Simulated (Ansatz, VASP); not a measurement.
**One calculation of TaGa2, two programs**

```xyz
3
Lattice="0.0000 3.1145 3.1145 3.1145 0.0000 3.1145 3.1145 3.1145 0.0000" Properties=species:S:1:pos:R:3 pbc="T T T"
Ta    0.0000    0.0000    0.0000
Ga    1.5573    1.5573    1.5573
Ga    4.6718    4.6718    4.6718
```

Change from the starting cell: species swapped into the NdH2 type (Fm-3m, No. 225).

Alike in both runs: task relaxation of cell and atoms; functional PBE; k mesh 14 × 14 × 14; occupations gaussian, width 0.1 eV; no spin polarisation.

```csv
,VASP,Ansatz
version,VASP 6.6.1,Ansatz 0.2.0
potentials or method,"VASP PAW PBE potentials, release 64 (Ta_pv, Ga_d), cutoff 600 eV","scalar-relativistic, plane waves, PAW"
valence electrons in the cell,37,39
```

VASP gave:

* gap on the k mesh at the Fermi level, each at its own relaxed structure (eV): none
* relaxed volume (Å³/atom): 20.23
* relaxed length of the cell vector where the two differ most in proportion (Å): 4.411

Q: Estimate Ansatz's values.

A: gap on the k mesh at the Fermi level, each at its own relaxed structure (eV): none; relaxed volume (Å³/atom): 20.20; relaxed length of the cell vector where the two differ most in proportion (Å): 4.409.

A gap of «none» marks a metal or a gap that the smearing closes. VASP's potentials hold 37 valence electrons a cell and Ansatz's 39, so a difference there can come from the potentials and not from the codes.

Spin-orbit coupling is off throughout.
